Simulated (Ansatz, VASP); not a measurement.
## Two plane-wave programs on P3C

```
P C
1.0
    -2.28962    2.28962    2.28962
     2.28962   -2.28962    2.28962
     2.28962    2.28962   -2.28962
P C
3 1
Direct
  0.00000 0.50000 0.50000
  0.50000 0.00000 0.50000
  0.50000 0.50000 0.00000
  0.00000 0.00000 0.00000
```

Change from the starting cell: species swapped into the Sb3Au type (Im-3m, No. 229).

Alike in both runs: functional PBE; k mesh 4 × 4 × 4; occupations gaussian, width 0.1 eV; no spin polarisation.

Ansatz relaxed the structure, and its values are those at the end. VASP's run is a single point on that final structure, the one shown.

```csv
,VASP,Ansatz
version,VASP 6.6.1,Ansatz 0.2.0
potentials or method,"VASP PAW PBE potentials, release 64 (P, C), cutoff 600 eV","scalar-relativistic, plane waves, PAW"
valence electrons in the cell,19,19
```

|  | VASP | Ansatz | Ansatz less VASP |
| --- | --- | --- | --- |
| gap on the k mesh at the Fermi level (eV) | none | none | - |
| pressure (GPa) | -0.6 | -0.2 | +0.34 |

A gap of «none» marks a metal or a gap that the smearing closes.

The k mesh is coarse, so the values compare programs but aren't converged.
